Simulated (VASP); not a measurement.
# Ba (P4/mmm) in VASP: notebook

The runs below take Ba through single point, with PBEsol.

Everything below comes from runs of VASP 6.6.1. Logs are shortened: lines on timing, memory, paths and dates and some standing lists are left out, and cuts for length are marked.

### 1 The cell of the first run

Symmetry: P4/mmm, No. 123, tetragonal system. The conventional cell has a = 4.120 Å, b = 4.120 Å, c = 3.497 Å, α = 90.00°, β = 90.00°, γ = 90.00°. Ba (site symmetry 4/mmm) has 6 Ba at 3.50 to 4.12 Å within 4.6 Å.

### 2 Single point, PBEsol (strain +0.030 along x and y, -0.030 along z)

INCAR reads:

```
PREC = Accurate
ENCUT = 520
EDIFF = 1E-6
ISMEAR = 0
SIGMA = 0.15
LREAL = False
LASPH = True
NELM = 60
ALGO = Fast
ISIF = 2
LWAVE = False
LCHARG = False
GGA = PS
NBANDS = 11
```

KPOINTS reads:

```
regular mesh
0
Gamma
  12 12 14
```

POSCAR reads:

```
Ba
1.0
    4.1196395000      0.0000000000      0.0000000000
    0.0000000000      4.1196395000      0.0000000000
    0.0000000000      0.0000000000      3.4973728300
Ba
1
Direct
    0.5000000000      0.5000000000      0.5000000000
```

Potentials or basis: VASP PAW PBE potentials, release 64 (Ba_sv).

The run is started by

```console
> cat potpaw_PBE.64/Ba_sv/POTCAR > POTCAR
> mpirun -np 1 vasp_std > vasp.out
```

OUTCAR:

```text
PREC = Accurate
   ENCUT = 520
   EDIFF = 1E-6
   ISMEAR = 0
   LREAL = False
   LASPH = True
   NELM = 60
   ISIF = 2
   GGA = PS

 ion  position               nearest neighbor table
   1  0.500  0.500  0.500-

  LATTYP: Found a simple tetragonal cell.
 ALAT       =     4.1196395000
 C/A-ratio  =     0.8489511837

  Lattice vectors:

 A1 = (   4.1196395000,   0.0000000000,   0.0000000000)
 A2 = (   0.0000000000,   4.1196395000,   0.0000000000)
 A3 = (   0.0000000000,   0.0000000000,   3.4973728300)

Analysis of symmetry for initial positions (statically):
=====================================================================
 Subroutine PRICEL returns:
 Original cell was already a primitive cell.

 Routine SETGRP: Setting up the symmetry group for a
 simple tetragonal supercell.

 Subroutine GETGRP returns: Found 16 space group operations
 (whereof 16 operations were pure point group operations)
 out of a pool of 16 trial point group operations.

The static configuration has the point symmetry D_4h.

Analysis of symmetry for dynamics (positions and initial velocities):
=====================================================================
 Subroutine PRICEL returns:
 Original cell was already a primitive cell.

 Routine SETGRP: Setting up the symmetry group for a
 simple tetragonal supercell.

 Subroutine GETGRP returns: Found 16 space group operations
 (whereof 16 operations were pure point group operations)
 out of a pool of 16 trial point group operations.

The dynamic configuration has the point symmetry D_4h.

 Subroutine INISYM returns: Found 16 space group operations
 (whereof 16 operations are pure point group operations),
 and found     1 'primitive' translations

----------------------------------------------------------------------------------------

                                     Primitive cell

  volume of cell :      59.3554

  direct lattice vectors                    reciprocal lattice vectors
     4.119639500  0.000000000  0.000000000     0.242739686  0.000000000  0.000000000
     0.000000000  4.119639500  0.000000000     0.000000000  0.242739686  0.000000000
     0.000000000  0.000000000  3.497372830     0.000000000  0.000000000  0.285928910

  length of vectors
     4.119639500  4.119639500  3.497372830     0.242739686  0.242739686  0.285928910

  position of ions in fractional coordinates (direct lattice)
     0.500000000  0.500000000  0.500000000

  ion indices of the primitive-cell ions
   primitive index   ion index
                 1           1

----------------------------------------------------------------------------------------

 KPOINTS: regular mesh

Automatic generation of k-mesh.
 Grid dimensions read from file:
 generate k-points for:   12   12   14

 Generating k-lattice:

  Cartesian coordinates                     Fractional coordinates (reciprocal lattice)
     0.020228307  0.000000000  0.000000000     0.083333333  0.000000000  0.000000000
     0.000000000  0.020228307  0.000000000     0.000000000  0.083333333  0.000000000
     0.000000000  0.000000000  0.020423494     0.000000000  0.000000000  0.071428571

  Length of vectors
     0.020228307  0.020228307  0.020423494

  Shift w.r.t. Gamma in fractional coordinates (k-lattice)
     0.000000000  0.000000000  0.000000000

 Subroutine IBZKPT returns following result:
 ===========================================

 Found    224 irreducible k-points:

 Following reciprocal coordinates:
            Coordinates               Weight
  0.000000  0.000000  0.000000      1.000000
  0.083333  0.000000  0.000000      4.000000
  0.166667  0.000000  0.000000      4.000000
  0.250000  0.000000  0.000000      4.000000
  0.333333  0.000000  0.000000      4.000000
  0.416667  0.000000  0.000000      4.000000
[... 16 lines left out ...]
  0.333333  0.333333  0.000000      4.000000
  0.416667  0.333333  0.000000      8.000000
 [... further k-points ...]
   k-points           NKPTS =    224   k-points in BZ     NKDIM =    224   number of bands    NBANDS=     11
   number of dos      NEDOS =    301   number of ions     NIONS =      1
   total plane-waves  NPLWV =  28672
   dimension x,y,z NGX =    32 NGY =   32 NGZ =   28
   dimension x,y,z NGXF=    64 NGYF=   64 NGZF=   56
   ions per type =               1
   NGX,Y,Z   is equivalent  to a cutoff of  12.91, 12.91, 13.31 a.u.
   NGXF,Y,Z  is equivalent  to a cutoff of  25.83, 25.83, 26.62 a.u.
 SYSTEM =  unknown system
   PREC   = accura    normal or accurate (medium, high low for compatibility)
   ISTART =      0    job   : 0-new  1-cont  2-samecut
   ICHARG =      2    charge: 1-file 2-atom 10-const
   ISPIN  =      1    spin polarized calculation?
   LNONCOLLINEAR =      F non collinear calculations
   LSORBIT =      F    spin-orbit coupling
   LASPH  =      T    aspherical Exc in radial PAW
   ENCUT  =  520.0 eV  38.22 Ry    6.18 a.u.   7.66  7.66  6.50*2*pi/ulx,y,z
   NELM   =     60;   NELMIN=  2; NELMDL= -5     # of ELM steps
   EDIFF  = 0.1E-05   stopping-criterion for ELM
   LREAL  =      F    real-space projection
   EDIFFG = 0.1E-04   stopping-criterion for IOM
   NSW    =      0    number of steps for IOM
   IBRION =     -1    ionic relax: 0-MD 1-quasi-New 2-CG
   NFREE  =      0    steps in history (QN), initial steepest desc. (CG)
   ISIF   =      2    stress and relaxation
   ISYM   =      2    0-nonsym 1-usesym 2-fastsym
   POTIM  = 0.5000    time-step for ionic-motion
   TEBEG  =    0.0;   TEEND  =   0.0 temperature during run
   PSTRESS=    0.0 pullay stress
   NELECT =      10.0000    total number of electrons
   NUPDOWN=      -1.0000    fix difference up-down
   EMIN   =  10.00;   EMAX   =-10.00  energy-range for DOS
   EFERMI =   0.00;   METHOD = LEGACY
   ISMEAR =     0;   SIGMA  =   0.15  broadening in eV -4-tet -1-fermi 0-gaus
   EFERMI_NEDOS =   21; number of points for ismear=-14 and -15
   IALGO  =     68    algorithm
   IMIX   =      4    mixing-type and parameters
     AMIX     =   0.40;   BMIX     =  1.00
     AMIX_MAG =   1.60;   BMIX_MAG =  1.00
  volume/ion in A,a.u.               =      59.36       400.55
  Fermi-wavevector in a.u.,A,eV,Ry     =   0.904180  1.708652 11.123318  0.817541
  Thomas-Fermi vector in A             =   2.027595
   LORBIT       =      0    0 simple, 1 ext, 2 COOP (PROOUT), +10 PAW based schemes
   GGA     = PS    functional components
   LHFCALC =     F    Hartree Fock is set to
   AEXX    =    0.0000 exact exchange contribution
   IVDW    =     0    specifies the selected vdW correction
   LEPSILON=     F    determine dielectric tensor
   LRPA    =     F    only Hartree local field effects (RPA)
 non-spin polarized calculation
 RMM-DIIS sequential band-by-band and
 Gauss-broadening in eV      SIGMA  =   0.15
  energy-cutoff  :      520.00
  volume of cell :       59.36
 maximum number of plane-waves:      1616
 NGX is ok and might be reduce to    32
   NGX = 15   NGY = 15   NGZ = 13

 number of electron      10.0000000 magnetization

 Free energy of the ion-electron system (eV)
  ---------------------------------------------------
  ext. energy  EPLUGINS =         0.00000000
  ---------------------------------------------------
  free energy    TOTEN  =        -1.73252938 eV

  energy without entropy =       -1.71806834  energy(sigma->0) =       -1.72529886

 E-fermi :   1.5783     XC(G=0):  -7.6605

 val. band max:        1.5694774188   @ k =   0.0000   0.0000   0.5000
 cond. band min:       1.5885750143   @ k =   0.1667   0.0000   0.0000
 fundamental gap:      0.0190975955
 Fermi energy:         1.5783212198

 k-point     1 :       0.0000    0.0000    0.0000
  band No.  band energies     occupation
      1     -27.4904      2.00000
      2     -12.3805      2.00000
      3     -12.3805      2.00000
      4     -11.7928      2.00000
      5      -0.9102      2.00000
      6       1.4987      1.54707
      7       1.5936      0.88522
      8       5.9614      0.00000
      9       7.3264      0.00000
     10       7.3265      0.00000
     11       8.6508      0.00000

 k-point     2 :       0.0833    0.0000    0.0000
  band No.  band energies     occupation
      1     -27.4879      2.00000
      2     -12.4182      2.00000
      3     -12.3774      2.00000
      4     -11.7903      2.00000
      5      -0.8128      2.00000
      6       1.5245      1.38798
      7       1.6690      0.39269
      8       5.7169      0.00000
      9       7.1762      0.00000
     10       7.3370      0.00000
     11       8.2929      0.00000

 k-point     3 :       0.1667    0.0000    0.0000
  band No.  band energies     occupation
      1     -27.4812      2.00000
      2     -12.5188      2.00000
      3     -12.3687      2.00000
      4     -11.7837      2.00000
      5      -0.5447      2.00000
      6       1.5886      0.92299
      7       1.8864      0.00368
      8       5.2129      0.00000
      9       6.8221      0.00000
     10       7.3661      0.00000
     11       7.6170      0.00000

 k-point     4 :       0.2500    0.0000    0.0000
  band No.  band energies     occupation
      1     -27.4719      2.00000
      2     -12.6516      2.00000
      3     -12.3568      2.00000
      4     -11.7745      2.00000
      5      -0.1664      2.00000
      6       1.6774      0.35019
      7       2.1733      0.00000
      8       4.7068      0.00000
      9       6.4246      0.00000
     10       7.0702      0.00000
     11       7.4067      0.00000

 k-point     5 :       0.3333    0.0000    0.0000
  band No.  band energies     occupation
      1     -27.4627      2.00000
      2     -12.7793      2.00000
      3     -12.3449      2.00000
      4     -11.7653      2.00000
      5       0.2465      2.00000
      6       1.7741      0.06497
      7       2.3757      0.00000
      8       4.3053      0.00000
      9       6.0893      0.00000
     10       6.9130      0.00000
     11       7.4481      0.00000
[... 211 lines left out ...]
 k-point    21 :       0.4167    0.2500    0.0000
  band No.  band energies     occupation
      1     -27.4379      2.00000
      2     -12.8344      2.00000
      3     -12.5940      2.00000
      4     -11.7409      2.00000
      5       1.1327      1.99997
      6       1.6102      0.76368
      7       2.8277      0.00000
      8       4.1711      0.00000
      9       6.0119      0.00000
     10       6.6745      0.00000
     11       7.6612      0.00000

 k-point    22 :       0.5000    0.2500    0.0000
  band No.  band energies     occupation
      1     -27.4354      2.00000
      2     -12.8662      2.00000
      3     -12.5899      2.00000
      4     -11.7385      2.00000
      5       1.3795      1.93915
      6       1.3990      1.90910
      7       2.7972      0.00000
      8       4.3989      0.00000
      9       5.9398      0.00000
     10       6.6910      0.00000
     11       7.5837      0.00000

 k-point    23 :       0.3333    0.3333    0.0000
  band No.  band energies     occupation
      1     -27.4355      2.00000
      2     -12.7347      2.00000
      3     -12.7228      2.00000
      4     -11.7386      2.00000
      5       1.0082      2.00000
      6       1.6382      0.57241
      7       3.5857      0.00000
      8       3.5863      0.00000
      9       6.2469      0.00000
     10       6.3555      0.00000
     11       7.9181      0.00000

 k-point    24 :       0.4167    0.3333    0.0000
  band No.  band energies     occupation
      1     -27.4288      2.00000
      2     -12.8164      2.00000
      3     -12.7161      2.00000
      4     -11.7320      2.00000
      5       1.0449      2.00000
      6       1.5911      0.90423
      7       3.5679      0.00000
      8       4.2486      0.00000
      9       6.0866      0.00000
     10       6.3596      0.00000
     11       7.6468      0.00000

 [... further k-points ...]
[... 5 lines left out ...]
  --------------------------------------------------------------------------------------
  -------------------------------------------------------------------------------------
  Total       -0.7727453     -0.7727453      1.4457809      0.0000000     -0.0000000      0.0000000
  in kB      -20.8586687    -20.8586687     39.0258793      0.0000000     -0.0000000      0.0000000
  external PRESSURE =      -0.8971527 kB  Pullay stress =       0.0000000 kB

 VOLUME and BASIS-vectors are now :
 -----------------------------------------------------------------------------
  energy-cutoff  :      520.00
  volume of cell :       59.36
      direct lattice vectors                 reciprocal lattice vectors
     4.119639500  0.000000000  0.000000000     0.242739686  0.000000000  0.000000000
     0.000000000  4.119639500  0.000000000     0.000000000  0.242739686  0.000000000
     0.000000000  0.000000000  3.497372830     0.000000000  0.000000000  0.285928910

 POSITION                                       TOTAL-FORCE (eV/Angst)
 -----------------------------------------------------------------------------------
      2.05982      2.05982      1.74869         0.000000      0.000000      0.000000
 -----------------------------------------------------------------------------------
    total drift:                                0.000000     -0.000000     -0.000000

  FREE ENERGIE OF THE ION-ELECTRON SYSTEM (eV)
  ---------------------------------------------------
  free  energy   TOTEN  =        -1.7325293815 eV

  energy  without entropy=       -1.7180683392  energy(sigma->0) =       -1.72529886
```

Wall time 61 s (1 thread of Intel Xeon Platinum 8559C (Emerald Rapids), shared host); peak memory 0.27 GiB.

Results:

```
Free energy            : -1.7325 eV
Pressure               : -0.1 GPa
Band gap on the k mesh : zero (band 5 reaches 1.84 eV, above the bottom of band 6 at 1.17 eV)
```

Caveat: the cell differs from its parent crystal (strain +0.030 along x and y, -0.030 along z); the PAW data sets were made with another functional, which shifts forces and pressure a little; spin-orbit coupling is left out, which moves the levels of the heavy elements.

### 3 Single point, PBEsol (strain +0.030 along x and y, +0.030 along z)

INCAR reads:

```
SYSTEM = Ba
ALGO     = Fast           ! electronic algorithm
EDIFF    = 1E-7           ! SCF threshold, eV
ENCUT    = 520            ! plane-wave cutoff, eV
GGA      = PS             ! functional
ISIF     = 2              ! what is computed and relaxed
ISMEAR   = 0              ! smearing method
LASPH    = .True.         ! aspherical terms in the spheres
LCHARG   = .True.         ! write CHGCAR
LELF     = .True.         ! ELF
LREAL    = .False.        ! projectors in reciprocal space
LVHAR    = .True.       
LWAVE    = .False.        ! write WAVECAR
NBANDS   = 11             ! bands
NELM     = 80             ! most SCF steps
PREC     = Accurate       ! precision mode
SIGMA    = 0.15           ! smearing width, eV
```

KPOINTS reads:

```
k-points
0
Gamma
  12 12 14
  0 0 0
```

POSCAR, as its differences from that of step 2:

```diff
@@ -4,3 +4,3 @@
     0.0000000000      4.1196395000      0.0000000000
-    0.0000000000      0.0000000000      3.4973728300
+    0.0000000000      0.0000000000      3.7137051700
 Ba
```

Potentials or basis: VASP PAW PBE potentials, release 64 (Ba_sv).

The run is started by

```console
> cat potpaw_PBE.64/Ba_sv/POTCAR > POTCAR
> mpirun -np 1 vasp_std > vasp.out
```

Run time: 67 s. Hardware: 1 thread of Intel Xeon Platinum 8559C (Emerald Rapids), shared host; peak memory 0.28 GiB.

The run converged. Its results:

```
Free energy            : -1.7940 eV
Pressure               : -0.6 GPa
Band gap on the k mesh : zero (band 5 reaches 1.59 eV, above the bottom of band 6 at 1.20 eV)
```

Stress tensor (GPa, compression positive):
```
-1.71  0.00  0.00
 0.00 -1.71  0.00
 0.00  0.00  1.56
```

Levels at points of the mesh, in eV from the Fermi level:
| k point | band 2 | band 3 | band 4 | band 5 | band 6 | band 7 | band 8 | band 9 |
| --- | --- | --- | --- | --- | --- | --- | --- | --- |
| (0.00, 0.00, 0.00) | -14.03 | -14.03 | -13.74 | -2.54 | -0.01 | 0.06 | 4.38 | 5.13 |
| (0.50, 0.00, 0.00) | -14.54 | -13.98 | -13.70 | -0.87 | 0.44 | 0.66 | 2.41 | 3.45 |
| (0.50, 0.50, 0.00) | -14.47 | -14.47 | -13.66 | -0.81 | 0.26 | 2.97 | 2.97 | 3.80 |
| (0.00, 0.00, 0.50) | -14.88 | -13.91 | -13.91 | -0.35 | 0.94 | 1.14 | 2.03 | 2.03 |
| (0.50, 0.00, 0.50) | -14.81 | -14.37 | -13.86 | -0.97 | 0.91 | 2.42 | 3.16 | 3.46 |
| (0.50, 0.50, 0.50) | -14.74 | -14.31 | -14.31 | -0.22 | -0.22 | 0.49 | 4.03 | 5.99 |

Caveat: the cell differs from its parent crystal (strain +0.030 along x and y, +0.030 along z); the PAW data sets were made with another functional, which shifts forces and pressure a little; spin-orbit coupling is left out, which moves the levels of the heavy elements.

### 4 Single point, PBEsol (strain -0.030 along x and y, -0.015 along z)

INCAR reads:

```
PREC     = Accurate       # precision mode
ENCUT    = 520            # plane-wave cutoff, eV
EDIFF    = 1E-7           # SCF threshold, eV
ISMEAR   = 0              # smearing method
SIGMA    = 0.15           # smearing width, eV
LREAL    = False          # projectors in reciprocal space
LASPH    = True           # aspherical terms in the spheres
NELM     = 80             # most SCF steps
ALGO     = Fast           # electronic algorithm
ISIF     = 2              # what is computed and relaxed
LWAVE    = False          # write WAVECAR
LCHARG   = False          # write CHGCAR
GGA      = PS             # functional
NBANDS   = 11             # bands
```

KPOINTS reads:

```
regular mesh
0
Gamma
  12 12 14
```

POSCAR reads:

```
Ba
1.0
    3.8796605000      0.0000000000      0.0000000000
    0.0000000000      3.8796605000      0.0000000000
    0.0000000000      0.0000000000      3.5514559150
Ba
1
Direct
    0.5000000000      0.5000000000      0.5000000000
```

The run is started by

```console
> cat potpaw_PBE.64/Ba_sv/POTCAR > POTCAR
> mpirun -np 1 vasp_std > vasp.out
```

Run time: 85 s. Hardware: 1 thread of Intel Xeon Platinum 8559C (Emerald Rapids), shared host; peak memory 0.25 GiB.

Results (log left out):

| Item | Value |
| --- | --- |
| Free energy | -1.8119 eV |
| Pressure | 0.6 GPa |
| Band gap on the k mesh | zero (band 5 reaches 2.28 eV, above the bottom of band 6 at 1.61 eV) |

Stress tensor (GPa, compression positive):
```
-0.60  0.00  0.00
 0.00 -0.60  0.00
 0.00  0.00  3.08
```

Levels at points of the mesh, in eV from the Fermi level:
```
           k point  band 1  band 2  band 3  band 4  band 5  band 6  band 7  band 8  band 9  band 10
(0.00, 0.00, 0.00)  -28.97  -13.72  -13.72  -13.36   -2.56   -0.11   -0.07    5.19    5.96     5.96
(0.50, 0.00, 0.00)  -28.90  -14.57  -13.64  -13.29   -0.68    0.43    1.07    2.72    3.77     6.21
(0.50, 0.50, 0.00)  -28.83  -14.44  -14.44  -13.23   -1.13    0.50    3.80    3.80    4.22     4.22
(0.00, 0.00, 0.50)  -28.78  -14.98  -13.54  -13.54   -0.25    0.91    1.48    2.34    2.34     5.72
(0.50, 0.00, 0.50)  -28.71  -14.85  -14.31  -13.46   -1.29    1.08    2.84    3.59    4.17     4.26
(0.50, 0.50, 0.50)  -28.65  -14.74  -14.20  -14.20   -0.39   -0.39    0.32    4.17    7.18     7.70
```

Caveat: the cell differs from its parent crystal (strain -0.030 along x and y, -0.015 along z); the PAW data sets were made with another functional, which shifts forces and pressure a little; spin-orbit coupling is left out, which moves the levels of the heavy elements.

### 5 Overview

```csv
cell,further INCAR settings,gap on the mesh (eV),pressure (GPa)
"a = 4.120, b = 4.120, c = 3.497 Å, 1 atom",ALGO = Fast; EDIFF = 1e-06; NBANDS = 11,none,-0.1
"a = 4.120, b = 4.120, c = 3.714 Å, 1 atom",ALGO = Fast; EDIFF = 1e-07; NBANDS = 11,none,-0.6
"a = 3.880, b = 3.880, c = 3.551 Å, 1 atom",ALGO = Fast; EDIFF = 1e-07; NBANDS = 11,none,0.6
```

Alike in all rows: task single point; level PBEsol; potentials or basis VASP PAW PBE potentials, release 64 (Ba_sv); no spin polarisation; k mesh 12 × 12 × 14; cutoff (eV) 520; smearing gaussian 0.15 eV.

Caveats: the PAW data sets were made with another functional, which shifts forces and pressure a little; spin-orbit coupling is left out, which moves the levels of the heavy elements.

Total energies depend on the potentials used, so only differences within one code and one set of settings carry meaning.
